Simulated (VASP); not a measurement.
Here is a VASP 6.6.1 calculation.

The input INCAR:

```
SYSTEM = CsLiCr2Te2S3
PREC = Accurate ; ENCUT = 520
EDIFF = 1E-8 ; ISMEAR = -1
SIGMA = 0.05 ; LREAL = .FALSE.
LASPH = .TRUE. ; NELM = 120
ALGO = Normal ; ISIF = 2
LWAVE = .FALSE. ; LCHARG = .FALSE.
ISPIN = 2 ; MAGMOM = 0 0 3 3 0 0 0 0 0
LORBIT = 11 ; LMAXMIX = 4
GGA = PE ; LEFG = .TRUE.
KPAR = 4
```

The input KPOINTS:

```
regular mesh
0
G
  7 7 4
  0 0 0
```

The input POSCAR:

```
CsLiCr2Te2S3
1.0
    7.2895900000     -2.1043300000      0.0177200000
    7.2895900000      2.1043300000      0.0177200000
   -2.5331500000      0.0000000000      7.2810000000
Cs Li Cr Te S
1 1 2 2 3
Direct
    0.5000000000      0.5000000000      0.0000000000
    0.0000000000      0.0000000000      0.5000000000
    0.3287000000      0.3287000000      0.4330000000
    0.6713000000      0.6713000000      0.5670000000
    0.8067200000      0.8067200000      0.1742700000
    0.1932800000      0.1932800000      0.8257300000
    0.1635800000      0.1635800000      0.3971300000
    0.8364200000      0.8364200000      0.6028700000
    0.5000000000      0.5000000000      0.5000000000
```

Potentials or basis: VASP PAW PBE potentials, release 64 (Cs_sv, Li_sv, Cr_pv, Te, S).

Command:

```sh
$ cat potpaw_PBE.64/Cs_sv/POTCAR potpaw_PBE.64/Li_sv/POTCAR potpaw_PBE.64/Cr_pv/POTCAR potpaw_PBE.64/Te/POTCAR potpaw_PBE.64/S/POTCAR > POTCAR
$ mpirun -np 4 vasp_std > vasp.out
```

Task: What does it give for the site moments?

Result: Cs +0.00; Li +0.00; Cr +2.84; Te -0.14; S -0.15, -0.04 (each value once) μB.

Task: What does it give for the largest force?

Result: 0.029 eV/Å.

Task: Estimate the net moment.

Result: 5.24 μB per cell.

Electric field gradients, principal values (V/Å²):
```csv
atom,least,middle,greatest (by size)
1 Cs,-27.345,-39.042,66.387
2 Li,0.020,0.257,-0.278
3 Cr,-2.133,-28.374,30.507
4 Cr,-2.133,-28.374,30.507
5 Te,44.364,352.659,-397.023
6 Te,44.364,352.659,-397.023
7 S,9.728,35.412,-45.140
8 S,9.728,35.412,-45.140
9 S,24.686,66.875,-91.561
```

Caveat: without QUAD_EFG the Cq values of the log hold for a quadrupole moment of 1 mb, not for the nuclei; only a ferromagnetic start was run, and an antiferromagnetic order may lie lower in energy.
